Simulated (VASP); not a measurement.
# WC (Fm-3m) in VASP: settings compared

WC is run at these levels: PBEsol, RPBE, revPBE; tasks: single point.

All numbers are computed with VASP 6.6.1; they aren't measurements. Logs are shortened: lines on timing, memory, paths and dates and some standing lists are left out, and cuts for length are marked.

## Step 1: The cell of the first run

Symmetry: Fm-3m, No. 225, cubic system. Conventional cell: a = 4.345 Å, b = 4.345 Å, c = 4.345 Å, α = 90.00°, β = 90.00°, γ = 90.00°. Within 2.9 Å of W (site symmetry m-3m) lie 6 C at 2.17 Å. Within 2.9 Å of C (site symmetry m-3m) lie 6 W at 2.17 Å.

## Step 2: Single point, PBEsol

INCAR reads:

```
SYSTEM = WC
  ALGO = Normal
  EDIFF = 1E-6
  ENCUT = 520
  GGA = PS
  ISIF = 2
  ISMEAR = -1
  LASPH = .TRUE.
  LCHARG = .FALSE.
  LREAL = .FALSE.
  LWAVE = .FALSE.
  NBANDS = 16
  NELM = 60
  PREC = Accurate
  SIGMA = 0.05
```

KPOINTS reads:

```
k-points
0
G
  10 10 10
  0 0 0
```

POSCAR reads:

```
WC
1.0
    0.0000000000      2.1723968489      2.1723968489
    2.1723968489      0.0000000000      2.1723968489
    2.1723968489      2.1723968489      0.0000000000
W C
1 1
Direct
    0.0000000000      0.0000000000      0.0000000000
    0.5000000000      0.5000000000      0.5000000000
```

Potentials or basis: VASP PAW PBE potentials, release 64 (W_sv, C).

Launch:

```console
> cat potpaw_PBE.64/W_sv/POTCAR potpaw_PBE.64/C/POTCAR > POTCAR
> mpirun -np 1 vasp_std > vasp.out
```

OUTCAR:

```text
SYSTEM = WC
   EDIFF = 1E-6
   ENCUT = 520
   GGA = PS
   ISIF = 2
   ISMEAR = -1
   LASPH = .TRUE.
   LREAL = .FALSE.
   NELM = 60
   PREC = Accurate

 ion  position               nearest neighbor table
   1  0.000  0.000  0.000-   2 2.17   2 2.17   2 2.17   2 2.17   2 2.17   2 2.17
   2  0.500  0.500  0.500-   1 2.17   1 2.17   1 2.17   1 2.17   1 2.17   1 2.17

  LATTYP: Found a face centered cubic cell.
 ALAT       =     4.3447936978

  Lattice vectors:

 A1 = (   0.0000000000,   2.1723968489,   2.1723968489)
 A2 = (   2.1723968489,   0.0000000000,   2.1723968489)
 A3 = (   2.1723968489,   2.1723968489,   0.0000000000)

Analysis of symmetry for initial positions (statically):
=====================================================================
 Subroutine PRICEL returns:
 Original cell was already a primitive cell.

 Routine SETGRP: Setting up the symmetry group for a
 face centered cubic supercell.

 Subroutine GETGRP returns: Found 48 space group operations
 (whereof 48 operations were pure point group operations)
 out of a pool of 48 trial point group operations.

The static configuration has the point symmetry O_h .

Analysis of symmetry for dynamics (positions and initial velocities):
=====================================================================
 Subroutine PRICEL returns:
 Original cell was already a primitive cell.

 Routine SETGRP: Setting up the symmetry group for a
 face centered cubic supercell.

 Subroutine GETGRP returns: Found 48 space group operations
 (whereof 48 operations were pure point group operations)
 out of a pool of 48 trial point group operations.

The dynamic configuration has the point symmetry O_h .

 Subroutine INISYM returns: Found 48 space group operations
 (whereof 48 operations are pure point group operations),
 and found     1 'primitive' translations

----------------------------------------------------------------------------------------

                                     Primitive cell

  volume of cell :      20.5044

  direct lattice vectors                    reciprocal lattice vectors
     0.000000000  2.172396849  2.172396849    -0.230160525  0.230160525  0.230160525
     2.172396849  0.000000000  2.172396849     0.230160525 -0.230160525  0.230160525
     2.172396849  2.172396849  0.000000000     0.230160525  0.230160525 -0.230160525

  length of vectors
     3.072233087  3.072233087  3.072233087     0.398649724  0.398649724  0.398649724

  position of ions in fractional coordinates (direct lattice)
     0.000000000  0.000000000  0.000000000
     0.500000000  0.500000000  0.500000000

  ion indices of the primitive-cell ions
   primitive index   ion index
                 1           1
                 2           2

----------------------------------------------------------------------------------------

 KPOINTS: k-points

Automatic generation of k-mesh.
 Grid dimensions read from file:
 generate k-points for:   10   10   10

 Generating k-lattice:

  Cartesian coordinates                     Fractional coordinates (reciprocal lattice)
    -0.023016053  0.023016053  0.023016053     0.100000000  0.000000000  0.000000000
     0.023016053 -0.023016053  0.023016053     0.000000000  0.100000000  0.000000000
     0.023016053  0.023016053 -0.023016053     0.000000000  0.000000000  0.100000000

  Length of vectors
     0.039864972  0.039864972  0.039864972

  Shift w.r.t. Gamma in fractional coordinates (k-lattice)
     0.000000000  0.000000000  0.000000000

 Subroutine IBZKPT returns following result:
 ===========================================

 Found     47 irreducible k-points:

 Following reciprocal coordinates:
            Coordinates               Weight
  0.000000  0.000000  0.000000      1.000000
  0.100000  0.000000  0.000000      8.000000
  0.200000  0.000000  0.000000      8.000000
  0.300000  0.000000  0.000000      8.000000
  0.400000  0.000000  0.000000      8.000000
  0.500000  0.000000  0.000000      4.000000
[... 16 lines left out ...]
  0.300000  0.300000  0.000000      6.000000
  0.400000  0.300000  0.000000     24.000000
 [... further k-points ...]
   k-points           NKPTS =     47   k-points in BZ     NKDIM =     47   number of bands    NBANDS=     16
   number of dos      NEDOS =    301   number of ions     NIONS =      2
   total plane-waves  NPLWV =  13824
   dimension x,y,z NGX =    24 NGY =   24 NGZ =   24
   dimension x,y,z NGXF=    48 NGYF=   48 NGZF=   48
   ions per type =               1   1
   NGX,Y,Z   is equivalent  to a cutoff of  12.99, 12.99, 12.99 a.u.
   NGXF,Y,Z  is equivalent  to a cutoff of  25.97, 25.97, 25.97 a.u.
 SYSTEM =  WC
   PREC   = accura    normal or accurate (medium, high low for compatibility)
   ISTART =      0    job   : 0-new  1-cont  2-samecut
   ICHARG =      2    charge: 1-file 2-atom 10-const
   ISPIN  =      1    spin polarized calculation?
   LNONCOLLINEAR =      F non collinear calculations
   LSORBIT =      F    spin-orbit coupling
   LASPH  =      T    aspherical Exc in radial PAW
   ENCUT  =  520.0 eV  38.22 Ry    6.18 a.u.   5.71  5.71  5.71*2*pi/ulx,y,z
   NELM   =     60;   NELMIN=  2; NELMDL= -5     # of ELM steps
   EDIFF  = 0.1E-05   stopping-criterion for ELM
   LREAL  =      F    real-space projection
   EDIFFG = 0.1E-04   stopping-criterion for IOM
   NSW    =      0    number of steps for IOM
   IBRION =     -1    ionic relax: 0-MD 1-quasi-New 2-CG
   NFREE  =      0    steps in history (QN), initial steepest desc. (CG)
   ISIF   =      2    stress and relaxation
   ISYM   =      2    0-nonsym 1-usesym 2-fastsym
   POTIM  = 0.5000    time-step for ionic-motion
   TEBEG  =    0.0;   TEEND  =   0.0 temperature during run
   PSTRESS=    0.0 pullay stress
   NELECT =      18.0000    total number of electrons
   NUPDOWN=      -1.0000    fix difference up-down
   EMIN   =  10.00;   EMAX   =-10.00  energy-range for DOS
   EFERMI =   0.00;   METHOD = LEGACY
   ISMEAR =    -1;   SIGMA  =   0.05  broadening in eV -4-tet -1-fermi 0-gaus
   EFERMI_NEDOS =   21; number of points for ismear=-14 and -15
   IALGO  =     38    algorithm
   IMIX   =      4    mixing-type and parameters
     AMIX     =   0.40;   BMIX     =  1.00
     AMIX_MAG =   1.60;   BMIX_MAG =  1.00
  volume/ion in A,a.u.               =      10.25        69.19
  Fermi-wavevector in a.u.,A,eV,Ry     =   1.567532  2.962207 33.431658  2.457158
  Thomas-Fermi vector in A             =   2.669698
   LORBIT       =      0    0 simple, 1 ext, 2 COOP (PROOUT), +10 PAW based schemes
   GGA     = PS    functional components
   LHFCALC =     F    Hartree Fock is set to
   AEXX    =    0.0000 exact exchange contribution
   IVDW    =     0    specifies the selected vdW correction
   LEPSILON=     F    determine dielectric tensor
   LRPA    =     F    only Hartree local field effects (RPA)
 non-spin polarized calculation
  energy-cutoff  :      520.00
  volume of cell :       20.50
 maximum number of plane-waves:       568
   NGX = 11   NGY = 11   NGZ = 11

 number of electron      18.0000000 magnetization

 Free energy of the ion-electron system (eV)
  ---------------------------------------------------
  ext. energy  EPLUGINS =         0.00000000
  ---------------------------------------------------
  free energy    TOTEN  =       -23.01479316 eV

  energy without entropy =      -23.00856601  energy(sigma->0) =      -23.01167958

 E-fermi :  12.7358     XC(G=0): -13.9969

 val. band max:       12.6374302693   @ k =   0.3000   0.2000   0.1000
 cond. band min:      12.7745263992   @ k =  -0.1000   0.1000   0.0000
 fundamental gap:      0.1370961299
 Fermi energy:        12.7357544776

 k-point     1 :       0.0000    0.0000    0.0000
  band No.  band energies     occupation
      1     -62.6668      2.00000
      2     -26.6616      2.00000
      3     -26.6616      2.00000
      4     -26.6616      2.00000
      5      -3.3452      2.00000
      6       9.8163      2.00000
[... 8 lines left out ...]
     15      22.2762      0.00000
     16      36.4312      0.00000

 k-point     2 :       0.1000    0.0000    0.0000
  band No.  band energies     occupation
      1     -62.6628      2.00000
      2     -26.7273      2.00000
      3     -26.6685      2.00000
      4     -26.6685      2.00000
      5      -3.0539      2.00000
      6       8.8941      2.00000
[... 8 lines left out ...]
     15      22.9534      0.00000
     16      33.7505      0.00000

 k-point     3 :       0.2000    0.0000    0.0000
  band No.  band energies     occupation
      1     -62.6521      2.00000
      2     -26.8960      2.00000
      3     -26.6867      2.00000
      4     -26.6867      2.00000
      5      -2.2325      2.00000
      6       7.2127      2.00000
[... 8 lines left out ...]
     15      24.4752      0.00000
     16      30.7505      0.00000

 k-point     4 :       0.3000    0.0000    0.0000
  band No.  band energies     occupation
      1     -62.6390      2.00000
      2     -27.0985      2.00000
      3     -26.7089      2.00000
      4     -26.7089      2.00000
      5      -1.0206      2.00000
      6       5.4512      2.00000
[... 8 lines left out ...]
     15      25.4690      0.00000
     16      28.4505      0.00000

 k-point     5 :       0.4000    0.0000    0.0000
  band No.  band energies     occupation
      1     -62.6283      2.00000
      2     -27.2576      2.00000
      3     -26.7269      2.00000
      4     -26.7269      2.00000
      5       0.3942      2.00000
      6       3.7889      2.00000
[... 8 lines left out ...]
     15      25.7930      0.00000
     16      25.7930      0.00000

 k-point     6 :       0.5000    0.0000    0.0000
  band No.  band energies     occupation
      1     -62.6242      2.00000
      2     -27.3174      2.00000
      3     -26.7337      2.00000
      4     -26.7337      2.00000
      5       1.4952      2.00000
      6       2.6249      2.00000
[... 8 lines left out ...]
     15      24.5934      0.00000
     16      24.5934      0.00000
[... 267 lines left out ...]
 k-point    21 :      -0.3000    0.2000    0.0000
  band No.  band energies     occupation
      1     -62.6241      2.00000
      2     -27.1600      2.00000
      3     -26.8969      2.00000
      4     -26.7344      2.00000
      5       0.2130      2.00000
      6       4.1456      2.00000
[... 8 lines left out ...]
     15      25.3222      0.00000
     16      26.1527      0.00000

 k-point    22 :      -0.2000    0.2000    0.0000
  band No.  band energies     occupation
      1     -62.6343      2.00000
      2     -27.0624      2.00000
      3     -26.8392      2.00000
      4     -26.7024      2.00000
      5      -0.7578      2.00000
      6       5.1883      2.00000
[... 8 lines left out ...]
     15      25.6251      0.00000
     16      26.3710      0.00000

 k-point    23 :       0.3000    0.3000    0.0000
  band No.  band energies     occupation
      1     -62.6296      2.00000
      2     -27.0592      2.00000
      3     -26.8146      2.00000
      4     -26.8146      2.00000
      5      -1.1408      2.00000
      6       5.3207      2.00000
[... 8 lines left out ...]
     15      25.5051      0.00000
     16      28.3722      0.00000

 k-point    24 :       0.4000    0.3000    0.0000
  band No.  band energies     occupation
      1     -62.6211      2.00000
      2     -27.1439      2.00000
      3     -26.8594      2.00000
      4     -26.8394      2.00000
      5      -0.8242      2.00000
      6       5.4674      2.00000
[... 8 lines left out ...]
     15      24.6370      0.00000
     16      28.3660      0.00000

 [... further k-points ...]
[... 5 lines left out ...]
  --------------------------------------------------------------------------------------
  -------------------------------------------------------------------------------------
  Total        0.1440472      0.1440472      0.1440472     -0.0000000     -0.0000000     -0.0000000
  in kB       11.2555821     11.2555821     11.2555821     -0.0000000     -0.0000000     -0.0000000
  external PRESSURE =      11.2555821 kB  Pullay stress =       0.0000000 kB

 VOLUME and BASIS-vectors are now :
 -----------------------------------------------------------------------------
  energy-cutoff  :      520.00
  volume of cell :       20.50
      direct lattice vectors                 reciprocal lattice vectors
     0.000000000  2.172396849  2.172396849    -0.230160525  0.230160525  0.230160525
     2.172396849  0.000000000  2.172396849     0.230160525 -0.230160525  0.230160525
     2.172396849  2.172396849  0.000000000     0.230160525  0.230160525 -0.230160525

 POSITION                                       TOTAL-FORCE (eV/Angst)
 -----------------------------------------------------------------------------------
      0.00000      0.00000      0.00000         0.000000      0.000000      0.000000
      2.17240      2.17240      2.17240        -0.000000     -0.000000      0.000000
 -----------------------------------------------------------------------------------
    total drift:                                0.000000     -0.000000     -0.000000

  FREE ENERGIE OF THE ION-ELECTRON SYSTEM (eV)
  ---------------------------------------------------
  free  energy   TOTEN  =       -23.0147931626 eV

  energy  without entropy=      -23.0085660071  energy(sigma->0) =      -23.01167958
```

Wall time 16 s (1 thread of Intel Xeon Platinum 8259CL at 2.50GHz (Skylake/Cascade Lake), shared host); peak memory 0.14 GiB.

Results:

```
Free energy            : -23.0148 eV
Pressure               : 1.1 GPa
Band gap on the k mesh : zero (band 9 reaches 13.79 eV, above the bottom of band 10 at 10.47 eV)
```

Levels at points of the mesh, in eV from the Fermi level:
| k point | band 6 | band 7 | band 8 | band 9 | band 10 | band 11 | band 12 | band 13 |
| --- | --- | --- | --- | --- | --- | --- | --- | --- |
| (0.00, 0.00, 0.00) | -2.92 | -2.92 | -2.92 | -1.14 | -1.14 | -1.14 | -1.05 | -1.05 |
| (0.50, 0.00, 0.00) | -10.11 | -6.83 | -6.83 | 1.06 | 1.06 | 2.40 | 4.89 | 9.07 |
| (0.50, 0.50, 0.00) | -6.06 | -5.71 | -2.58 | -2.58 | 0.85 | 2.34 | 2.34 | 5.64 |

Caveat: the PAW data sets were made with another functional, which shifts forces and pressure a little; spin-orbit coupling is left out, which moves the levels of the heavy elements.

## Step 3: Single point, RPBE

This run uses another cell than the first one, of 10.54 Å³/atom, 1.028 times its volume.

INCAR reads:

```
SYSTEM = WC
ALGO = Normal
EDIFF = 1E-6
ENCUT = 520
GGA = RP
ISIF = 2
ISMEAR = -1
LASPH = .True.
LCHARG = .False.
LREAL = .False.
LWAVE = .False.
NBANDS = 16
NELM = 60
PREC = Accurate
SIGMA = 0.05
```

KPOINTS reads:

```
k-points
0
Gamma
  10 10 10
  0 0 0
```

POSCAR reads:

```
WC
1.0
    0.0000000000      2.1926840000      2.1926840000
    2.1926840000      0.0000000000      2.1926840000
    2.1926840000      2.1926840000      0.0000000000
W C
1 1
Direct
    0.0000000000      0.0000000000      0.0000000000
    0.5000000000      0.5000000000      0.5000000000
```

Potentials or basis: VASP PAW PBE potentials, release 64 (W_sv, C).

Launch:

```console
> cat potpaw_PBE.64/W_sv/POTCAR potpaw_PBE.64/C/POTCAR > POTCAR
> mpirun -np 1 vasp_std > vasp.out
```

OUTCAR:

```text
SYSTEM = WC
   EDIFF = 1E-6
   ENCUT = 520
   GGA = RP
   ISIF = 2
   ISMEAR = -1
   LASPH = .True.
   LREAL = .False.
   NELM = 60
   PREC = Accurate

 ion  position               nearest neighbor table
   1  0.000  0.000  0.000-   2 2.19   2 2.19   2 2.19   2 2.19   2 2.19   2 2.19
   2  0.500  0.500  0.500-   1 2.19   1 2.19   1 2.19   1 2.19   1 2.19   1 2.19

  LATTYP: Found a face centered cubic cell.
 ALAT       =     4.3853680000

  Lattice vectors:

 A1 = (   0.0000000000,   2.1926840000,   2.1926840000)
 A2 = (   2.1926840000,   0.0000000000,   2.1926840000)
 A3 = (   2.1926840000,   2.1926840000,   0.0000000000)

Analysis of symmetry for initial positions (statically):
=====================================================================
 Subroutine PRICEL returns:
 Original cell was already a primitive cell.

 Routine SETGRP: Setting up the symmetry group for a
 face centered cubic supercell.

 Subroutine GETGRP returns: Found 48 space group operations
 (whereof 48 operations were pure point group operations)
 out of a pool of 48 trial point group operations.

The static configuration has the point symmetry O_h .

Analysis of symmetry for dynamics (positions and initial velocities):
[... 155 lines left out ...]

  energy without entropy =      -20.52284393  energy(sigma->0) =      -20.52609634

 E-fermi :  12.5516     XC(G=0): -13.6661

 val. band max:       12.4567699690   @ k =   0.3000   0.2000   0.1000
 cond. band min:      12.5915613015   @ k =  -0.1000   0.1000   0.0000
 fundamental gap:      0.1347913325
 Fermi energy:        12.5515998359

 k-point     1 :       0.0000    0.0000    0.0000
  band No.  band energies     occupation
      1     -62.9692      2.00000
      2     -26.9597      2.00000
      3     -26.9597      2.00000
      4     -26.9597      2.00000
      5      -3.3570      2.00000
      6       9.7600      2.00000
[... 433 lines left out ...]
      3     -27.1356      2.00000
      4     -27.1180      2.00000
      5      -0.9264      2.00000
      6       5.4256      2.00000
[... 8 lines left out ...]
     15      24.2526      0.00000
     16      27.8771      0.00000

 [... further k-points ...]
[... 5 lines left out ...]
  --------------------------------------------------------------------------------------
  -------------------------------------------------------------------------------------
  Total        0.4709743      0.4709743      0.4709743     -0.0000000      0.0000000      0.0000000
  in kB       35.7890066     35.7890066     35.7890066     -0.0000000      0.0000000      0.0000000
  external PRESSURE =      35.7890066 kB  Pullay stress =       0.0000000 kB

 VOLUME and BASIS-vectors are now :
 -----------------------------------------------------------------------------
  energy-cutoff  :      520.00
  volume of cell :       21.08
      direct lattice vectors                 reciprocal lattice vectors
     0.000000000  2.192684000  2.192684000    -0.228031034  0.228031034  0.228031034
     2.192684000  0.000000000  2.192684000     0.228031034 -0.228031034  0.228031034
     2.192684000  2.192684000  0.000000000     0.228031034  0.228031034 -0.228031034

 POSITION                                       TOTAL-FORCE (eV/Angst)
 -----------------------------------------------------------------------------------
      0.00000      0.00000      0.00000        -0.000000      0.000000      0.000000
      2.19268      2.19268      2.19268         0.000000      0.000000     -0.000000
 -----------------------------------------------------------------------------------
    total drift:                                0.000000     -0.000000     -0.000000

  FREE ENERGIE OF THE ION-ELECTRON SYSTEM (eV)
  ---------------------------------------------------
  free  energy   TOTEN  =       -20.5293487461 eV

  energy  without entropy=      -20.5228439252  energy(sigma->0) =      -20.52609634
```

stdout:

```text
POSCAR found type information on POSCAR W C
 POSCAR found :  2 types and       2 ions
 scaLAPACK will be used
 -----------------------------------------------------------------------------
|                                                                             |
|                                                                             |
|     You enforced a specific xc type in the INCAR file but a different       |
|     I HOPE YOU KNOW WHAT YOU ARE DOING!                                     |
|                                                                             |
 -----------------------------------------------------------------------------

 LDA part: xc-table for (Slater+PW92), standard interpolation
 POSCAR, INCAR and KPOINTS ok, starting setup
 FFT: planning ... GRIDC
 FFT: planning ... GRID_SOFT
 FFT: planning ... GRID
 WAVECAR not read
 entering main loop
```

It took 15 s on 1 thread of Intel Xeon Platinum 8259CL at 2.50GHz (Skylake/Cascade Lake), shared host; peak memory 0.14 GiB.

What came out:

```
Free energy            : -20.5293 eV
Pressure               : 3.6 GPa
Band gap on the k mesh : zero (band 9 reaches 13.55 eV, above the bottom of band 10 at 10.37 eV)
```

Caveat: the PAW data sets were made with another functional, which shifts forces and pressure a little; spin-orbit coupling is left out, which moves the levels of the heavy elements.

(Continued in part 2 of 2.)
